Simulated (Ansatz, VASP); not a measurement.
# One calculation of Si, two programs

```
Si
1.0
     0.00000    2.72212    2.72212
     2.72212    0.00000    2.72212
     2.72212    2.72212    0.00000
Si
2
Direct
  0.00000 0.00000 0.00000
  0.25000 0.25000 0.25000
```

Alike in both runs: task single point; functional HSE06; k mesh 4 × 4 × 4; no spin polarisation.

|  | VASP | Ansatz |
| --- | --- | --- |
| version | VASP 6.6.1 | Ansatz 0.2.0 |
| potentials or method | VASP PAW PBE potentials, release 64 (Si) | plane waves |
| plane-wave cutoff (eV) | 520 | 420 |
| occupations | gaussian, width 0.01 eV | fixed |
| valence electrons in the cell | 8 | 8 |

|  | VASP | Ansatz | Ansatz less VASP |
| --- | --- | --- | --- |
| gap on the k mesh at the Fermi level (eV) | 1.34 | 1.33 | -0.012 |
| pressure (GPa) | 0.0 | 0.4 | +0.34 |

Ansatz's warnings: stress exchange threshold loose, stress scf threshold loose.

The k mesh is coarse, so the values compare programs but aren't converged.
